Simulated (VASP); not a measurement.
# MoS2 (db) (P6_3/mmc) in VASP: phonons with PBE+D3(BJ)

Aim: the phonons of MoS2 (db) with PBE+D3(BJ).

Everything below comes from runs of VASP 6.6.1. Logs are shortened: lines on timing, memory, paths and dates and some standing lists are left out, and cuts for length are marked.

### 1 The cell of the first run

Symmetry: P6_3/mmc, No. 194, hexagonal system. The conventional cell has a = 3.169 Å, b = 3.169 Å, c = 12.324 Å, α = 90.00°, β = 90.00°, γ = 120.00°. Within 3.2 Å of Mo (site symmetry -6m2) lie 6 S at 2.41 Å and 6 Mo at 3.17 Å. Within 3.2 Å of S (site symmetry 3m) lie 3 Mo at 2.41 Å and 7 S at 3.12 to 3.17 Å.

### 2 Phonons, PBE+D3(BJ)

Contents of INCAR:

```
SYSTEM = MoS2
PREC = Accurate
ENCUT = 520
EDIFF = 1E-8
ISMEAR = 0
SIGMA = 0.01
LREAL = .False.
LASPH = .True.
NELM = 100
ALGO = Normal
ISIF = 2
LWAVE = .False.
LCHARG = .False.
GGA = PE
IVDW = 12
IBRION = 6
NFREE = 2
POTIM = 0.015
NSW = 1
```

Contents of KPOINTS:

```
regular mesh
0
Gamma
  12 12 4
  0 0 0
```

Contents of POSCAR:

```
MoS2
1.0
    3.1690000000      0.0000000000      0.0000000000
   -1.5845000000      2.7444345046      0.0000000000
    0.0000000000      0.0000000000     12.3240000000
Mo S
2 4
Direct
    0.3333333333      0.6666666667      0.2500000000
    0.6666666667      0.3333333333      0.7500000000
    0.3333333333      0.6666666667      0.6232601666
    0.6666666667      0.3333333333      0.1232601666
    0.3333333333      0.6666666667      0.8767398334
    0.6666666667      0.3333333333      0.3767398334
```

Potentials or basis: VASP PAW PBE potentials, release 64 (Mo_sv, S).

Run with:

```bash
$ cat potpaw_PBE.64/Mo_sv/POTCAR potpaw_PBE.64/S/POTCAR > POTCAR
$ mpirun -np 1 vasp_std > vasp.out
```

OUTCAR:

```text
SYSTEM = MoS2
   PREC = Accurate
   ENCUT = 520
   EDIFF = 1E-8
   ISMEAR = 0
   LREAL = .False.
   LASPH = .True.
   NELM = 100
   ISIF = 2
   GGA = PE
   IVDW = 12
   IBRION = 6
   NFREE = 2
   POTIM = 0.015
   NSW = 1
 IVDW          = 12

 ion  position               nearest neighbor table
   1  0.333  0.667  0.250-   4 2.41   6 2.41   4 2.41   6 2.41   4 2.41   6 2.41
   2  0.667  0.333  0.750-   3 2.41   5 2.41   3 2.41   5 2.41   3 2.41   5 2.41
   3  0.333  0.667  0.623-   2 2.41   2 2.41   2 2.41
   4  0.667  0.333  0.123-   1 2.41   1 2.41   1 2.41
   5  0.333  0.667  0.877-   2 2.41   2 2.41   2 2.41
   6  0.667  0.333  0.377-   1 2.41   1 2.41   1 2.41

  LATTYP: Found a hexagonal cell.
 ALAT       =     3.1690000000
 C/A-ratio  =     3.8889239508

  Lattice vectors:

 A1 = (   3.1690000000,   0.0000000000,   0.0000000000)
 A2 = (  -1.5845000000,   2.7444345046,   0.0000000000)
 A3 = (   0.0000000000,   0.0000000000,  12.3240000000)

Analysis of symmetry for initial positions (statically):
=====================================================================
 Subroutine PRICEL returns:
 Original cell was already a primitive cell.

 Routine SETGRP: Setting up the symmetry group for a
 hexagonal supercell.

 Subroutine GETGRP returns: Found 24 space group operations
 (whereof 12 operations were pure point group operations)
 out of a pool of 24 trial point group operations.

The static configuration has the point symmetry D_3d.
 The point group associated with its full space group is D_6h.

Analysis of symmetry for dynamics (positions and initial velocities):
=====================================================================
 Subroutine PRICEL returns:
 Original cell was already a primitive cell.

 Routine SETGRP: Setting up the symmetry group for a
 hexagonal supercell.

 Subroutine GETGRP returns: Found 24 space group operations
 (whereof 12 operations were pure point group operations)
 out of a pool of 24 trial point group operations.

The dynamic configuration has the point symmetry D_3d.
 The point group associated with its full space group is D_6h.

 Subroutine INISYM returns: Found 24 space group operations
 (whereof 12 operations are pure point group operations),
 and found     1 'primitive' translations

----------------------------------------------------------------------------------------

[... 147 lines left out ...]
  ---------------------------------------------------
  free energy    TOTEN  =       -43.61474257 eV

  energy without entropy =      -43.61474257  energy(sigma->0) =      -43.61474257

------------------------ aborting loop because EDIFF is reached ----------------------------------------

 Edisp (eV)   -2.54054

 E8    (eV) :    -1.0246
[... 343 lines left out ...]
--------------------------------------- Ionic step        9  -------------------------------------------

 number of electron      51.9999997 magnetization

 Free energy of the ion-electron system (eV)
  ---------------------------------------------------
  ext. energy  EPLUGINS =         0.00000000
  ---------------------------------------------------
  free energy    TOTEN  =       -43.61258570 eV

  energy without entropy =      -43.61258570  energy(sigma->0) =      -43.61258570

 E-fermi :   7.6107     XC(G=0): -10.8178

 val. band max:        7.4834117310   @ k =   0.0000   0.0000   0.0000
 cond. band min:       8.3809988635   @ k =   0.1667   0.1667   0.0000
 fundamental gap:      0.8975871326
 Fermi energy:         7.6107239569

 k-point     1 :       0.0000    0.0000    0.0000
  band No.  band energies     occupation
      1     -54.0222      2.00000
      2     -54.0186      2.00000
      3     -28.1721      2.00000
      4     -28.1662      2.00000
      5     -27.9536      2.00000
      6     -27.9536      2.00000
[... 805 lines left out ...]
     30       9.4374      0.00000
     31      10.1376      0.00000

 [... further k-points ...]

------------------------ aborting loop because EDIFF is reached ----------------------------------------

 Edisp (eV)   -2.54059

 E8    (eV) :    -1.0246
[... 29 lines left out ...]
  FREE ENERGIE OF THE ION-ELECTRON SYSTEM (eV)
  ---------------------------------------------------
  free  energy   TOTEN  =       -46.1531775489 eV

  energy  without entropy=      -46.1531775489  energy(sigma->0) =      -46.15317755

 INTERNAL STRAIN TENSORS FROM DISPLACED ATOMS
 ============================================

 INTERNAL STRAIN TENSOR FOR ION    1 for displacements in x,y,z  (eV/Angst):
          X           Y           Z          XY          YZ          ZX
  --------------------------------------------------------------------------------
  x     0.00000     0.00000     0.00000    -6.26728     0.00000     0.00000
  y    -6.26728     6.26728     0.00000     0.00000     0.00000     0.00000
  z    -0.00000    -0.00000     0.00000     0.00000     0.00000     0.00000

 INTERNAL STRAIN TENSOR FOR ION    6 for displacements in x,y,z  (eV/Angst):
          X           Y           Z          XY          YZ          ZX
  --------------------------------------------------------------------------------
  x     0.00000     0.00000     0.00000     3.23371     0.00000   -13.90206
  y     3.23371    -3.23371     0.00000     0.00000   -13.90206     0.00000
  z    -9.83483    -9.83483   -28.11150     0.00000     0.00000    -0.00000

 Eigenvectors and eigenvalues of the dynamical matrix
 ----------------------------------------------------

   1 f  =   13.906831 THz    87.379196 2PiTHz  463.881951 cm-1    57.514006 meV
             X         Y         Z           dx          dy          dz
     -0.000000  1.829623  3.081000     0.000000    0.000000   -0.441855
      1.584500  0.914812  9.243000    -0.000000   -0.000000    0.441855
     -0.000000  1.829623  7.681058     0.000000    0.000000   -0.390361
      1.584500  0.914812  1.519058    -0.000000   -0.000000    0.390361
     -0.000000  1.829623 10.804942     0.000000    0.000000   -0.390361
      1.584500  0.914812  4.642942    -0.000000   -0.000000    0.390361
[... 145 lines left out ...]
  18 f/i=    0.001209 THz     0.007597 2PiTHz    0.040332 cm-1     0.005000 meV
             X         Y         Z           dx          dy          dz
     -0.000000  1.829623  3.081000     0.392968   -0.381191    0.000000
      1.584500  0.914812  9.243000     0.392968   -0.381191    0.000000
     -0.000000  1.829623  7.681058     0.227135   -0.220328    0.000000
      1.584500  0.914812  1.519058     0.227135   -0.220328    0.000000
     -0.000000  1.829623 10.804942     0.227135   -0.220328    0.000000
      1.584500  0.914812  4.642942     0.227135   -0.220328    0.000000

 ELASTIC MODULI CONTR FROM IONIC RELAXATION (kBar)
 Direction    XX          YY          ZZ          XY          YZ          ZX
 --------------------------------------------------------------------------------
 XX        -361.8829   -236.6985   -855.4811      0.0000     -0.0000     -0.0000
 YY        -236.6985   -361.8829   -855.4811      0.0000     -0.0000     -0.0000
 ZZ        -855.4811   -855.4811  -2445.2744      0.0000      0.0000     -0.0000
 XY           0.0000      0.0000      0.0000    -62.5922      0.0000      0.0000
 YZ           0.0000     -0.0000      0.0000      0.0000  -1243.7538      0.0000
 ZX          -0.0000     -0.0000     -0.0000      0.0000      0.0000  -1243.7532
 --------------------------------------------------------------------------------
```

OSZICAR:

```text
N       E                     dE             d eps       ncg     rms          rms(c)
DAV:   1     0.454545500208E+03    0.45455E+03   -0.29776E+04  3966   0.159E+03
DAV:   2    -0.209144455697E+02   -0.47546E+03   -0.46546E+03  4410   0.401E+02
DAV:   3    -0.459760882028E+02   -0.25062E+02   -0.24756E+02  4583   0.795E+01
[... 114 lines left out ...]
DAV:   6    -0.436125861104E+02    0.12035E-05   -0.14068E-05  5266   0.179E-02    0.205E-02
DAV:   7    -0.436125857419E+02    0.36844E-06   -0.27880E-06  5401   0.858E-03    0.113E-02
DAV:   8    -0.436125857162E+02    0.25767E-07   -0.87121E-07  5356   0.552E-03    0.351E-03
DAV:   9    -0.436125856983E+02    0.17872E-07   -0.22504E-07  4559   0.258E-03    0.638E-04
DAV:  10    -0.436125856951E+02    0.31978E-08   -0.18792E-08  3940   0.847E-04
   9 F= -.46153178E+02 E0= -.46153178E+02  d E =-.397012E-75
```

Wall time 39 min (1 thread of Intel Xeon Platinum 8259CL at 2.50GHz (Skylake/Cascade Lake), shared host); peak memory 1.2 GiB.

Results:

```yaml
Highest_phonon_frequency_at_Γ_LO-TO_splitting_left_out: 464 cm⁻¹
Dispersion_energy_per_atom: -0.423 eV
```

Phonon frequencies in cm⁻¹ (negative: imaginary):
```tsv
q point	frequencies
(0.000, 0.000, 0.000)	0 0 0 30 30 50 278 278 281 281 376 376 376 376 399 405 460 464
```

Caveat: the cell wasn't relaxed at this level first, which shifts response properties.
